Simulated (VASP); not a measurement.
The system is Cd2SO.

```
O S Cd
1.0
     1.64652    0.95062    5.37752
    -1.64652    0.95062    5.37752
     0.00000   -1.90124    5.37752
O S Cd
1 1 2
Cartesian
  1.6465 0.9506 5.3775
  0.0000 0.0000 8.0663
  0.0000 0.0000 4.0331
  0.0000 0.0000 12.0994
```

```yaml
Program: VASP 6.6.1
Task: relaxation of cell and atoms
Functional: PBE
Potentials_or_basis: VASP PAW PBE potentials, release 64 (O, S, Cd)
Cutoff: 600 eV
k_mesh: 8 × 8 × 8
Occupations: fermi-dirac, width 0.02 eV
Spin: no spin polarisation
```

At the start: pressure 62.3 GPa; volume 12.63 Å³/atom.

Problem. Where does the relaxation end?

Solution. Over 10 steps the energy falls by 783.3 meV/atom and the volume is 17.06 Å³/atom (+35.1 %); space group R-3m (No. 166, to 0.05 Å).

The path:
| step | energy change (eV) | largest force (eV/Å) | pressure (GPa) | volume (Å³) |
| --- | --- | --- | --- | --- |
| 1 | 0.0000 | 4.3403 | 62.30 | 50.50 |
| 2 | -1.3327 | 0.3415 | -15.59 | 95.55 |
| 3 | -3.0960 | 0.4864 | -2.22 | 70.14 |
| 4 | -3.1003 | 0.5361 | -1.39 | 69.49 |
| 5 | -3.1010 | 0.5726 | -0.78 | 69.03 |
| 6 | -3.1249 | 0.3062 | -0.08 | 68.38 |
| 7 | -3.1322 | 0.0369 | 0.69 | 67.76 |
| 8 | -3.1322 | 0.0519 | 0.65 | 67.79 |
| 9 | -3.1332 | 0.0165 | -0.27 | 68.43 |
| 10 | -3.1334 | 0.0030 | -0.01 | 68.25 |

Final structure:
```xyz
4
Lattice="1.8225 1.0522 5.9312 -1.8225 1.0522 5.9312 0.0000 -2.1045 5.9312" Properties=species:S:1:pos:R:3 pbc="T T T"
O     0.0000    0.0000    0.0000
S     0.0000    0.0000    8.8968
Cd    0.0000    0.0000    4.6299
Cd    0.0000    0.0000   13.1638
```

Caveat: the volume moved by over 15 % at a fixed basis, so the end points are rough.
